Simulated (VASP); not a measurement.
Write the native input for VASP 6.6.1 that does the following.

| Property | Result |
| --- | --- |
| Task | single point |
| Functional | PBE |
| Potentials or basis | VASP PAW PBE potentials, release 64 (C) |
| Cutoff | 520 eV |
| k mesh | 12 × 12 × 4 |
| Occupations | fermi-dirac, width 0.05 eV |
| Spin | no spin polarisation |
| Dipole correction | no |
| Further INCAR settings | ALGO = Normal; EDIFF = 1e-06; NBANDS = 16 |

The structure of C lies in POSCAR:

```
C
1.0
    1.2029787322     -2.0836402113      0.0000000000
    1.2029787322      2.0836402113      0.0000000000
    0.0000000000      0.0000000000      7.0268334518
C
4
Direct
    0.9166205400      0.0833794600      0.7531376000
    0.4166205400      0.5833794600      0.2468624000
    0.0833794600      0.9166205400      0.2468624000
    0.5833794600      0.4166205400      0.7531376000
```

One way to write it, as run:

INCAR

```
SYSTEM = C
PREC     = Accurate       ! precision mode
ENCUT    = 520            ! plane-wave cutoff, eV
EDIFF    = 1E-6           ! SCF threshold, eV
ISMEAR   = -1             ! smearing method
SIGMA    = 0.05           ! smearing width, eV
LREAL    = .False.        ! projectors in reciprocal space
LASPH    = .True.         ! aspherical terms in the spheres
NELM     = 80             ! most SCF steps
ALGO     = Normal         ! electronic algorithm
ISIF     = 2              ! what is computed and relaxed
LWAVE    = .False.        ! write WAVECAR
LCHARG   = .True.         ! write CHGCAR
GGA      = PE             ! functional
LELF     = .True.         ! ELF
LVHAR    = .True.       
NBANDS   = 16             ! bands
```

KPOINTS

```
regular mesh
0
Gamma
  12 12 4
  0 0 0
```

Potentials or basis: VASP PAW PBE potentials, release 64 (C).

Command:

```bash
$ cat potpaw_PBE.64/C/POTCAR > POTCAR
$ mpirun -np 1 vasp_std > vasp.out
```

It gave:

- Pressure: 22.8 GPa
- Largest force: 0.029 eV/Å
- Band gap on the k mesh: 0.03 eV

Caveat: this functional lacks dispersion, which binds the layers, so the pressure and a relaxed spacing across them are unreliable.

Run time: 25 s on 1 thread of Intel(R) Xeon(R) 6975P-C (Granite Rapids) (shared host), peak memory 0.17 GiB.
